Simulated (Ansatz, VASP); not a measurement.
# Two plane-wave programs on Na

Contents of INCAR:

```
PREC     = Accurate       # precision mode
ENCUT    = 600            # plane-wave cutoff, eV
EDIFF    = 1E-7           # SCF threshold, eV
ISMEAR   = -1             # smearing method
SIGMA    = 0.1            # smearing width, eV
LREAL    = False          # projectors in reciprocal space
LASPH    = True           # aspherical terms in the spheres
NELM     = 80             # most SCF steps
ALGO     = Normal         # electronic algorithm
ISIF     = 3              # what is computed and relaxed
LWAVE    = False          # write WAVECAR
LCHARG   = False          # write CHGCAR
GGA      = B5             # functional
ALDAX    = 1.0          
AGGAX    = 1.0          
AGGAC    = 1.0          
ALDAC    = 0.0          
IBRION   = 2              # ionic algorithm
NSW      = 80             # ionic steps
EDIFFG   = -0.01          # ionic threshold
```

Contents of KPOINTS:

```
regular mesh
0
Gamma
  10 10 3
```

File POSCAR:

```
Na
1.0
    3.7640418302      0.0000000000      0.0000000000
   -1.8820209151      3.2597558458      0.0000000000
    0.0000000000      0.0000000000     12.2933606174
Na
4
Direct
    0.0000000000      0.0000000000      0.0000000000
    0.0000000000      0.0000000000      0.5000000000
    0.3333333333      0.6666666667      0.2500000000
    0.6666666667      0.3333333333      0.7500000000
```

Input for Ansatz:

```yaml
crystal:
  lattice:
    - [3.7640418302, 0.0, 0.0]
    - [-1.8820209151, 3.2597558458, 0.0]
    - [0.0, 0.0, 12.2933606174]
  atoms:
    - { symbol: Na, position: [0.0, 0.0, 0.0] }
    - { symbol: Na, position: [0.0, 0.0, 0.5] }
    - { symbol: Na, position: [0.3333333333, 0.6666666667, 0.25] }
    - { symbol: Na, position: [0.6666666667, 0.3333333333, 0.75] }
hamiltonian:
  xc: blyp
  pseudopotentials:
    kind: paw
    azcp:
      Na: "pseudopotentials/Na.paw.azcp"
basis:
  ecutwfc: 420
  fft_grid_basis: typed
kpoints:
  mp_grid: { grid: [10, 10, 3], shift: [0, 0, 0] }
magnetization:
  spin_polarized: false
scf:
  occupations: { method: fermi_dirac, width: 0.1 }
relax:
  max_steps: 60
  f_tol: 0.01
  cell: {}
output:
  write_density: true
  write_potential: true
  elf: true
  volumetric_format: npy
```

Alike in both runs: task relaxation of cell and atoms; functional BLYP; k mesh 10 × 10 × 3; occupations fermi-dirac, width 0.1 eV; no spin polarisation.

|  | VASP | Ansatz |
| --- | --- | --- |
| version | VASP 6.6.1 | Ansatz 0.2.0 |
| potentials or method | VASP PAW PBE potentials, release 64 (Na_pv), cutoff 600 eV | plane waves (420 eV) with PAW, scalar-relativistic |
| valence electrons in the cell | 28 | 36 |

|  | VASP | Ansatz | Ansatz less VASP |
| --- | --- | --- | --- |
| relaxed volume (Å³/atom) | 37.28 | 37.39 | +0.104 |
| relaxed cell length with the largest relative difference (Å) | 3.754 | 3.762 | +0.0082 |

VASP's potentials were made for PBE, not for BLYP. VASP's potentials hold 28 valence electrons a cell and Ansatz's 36, so a difference there can come from the potentials and not from the codes.
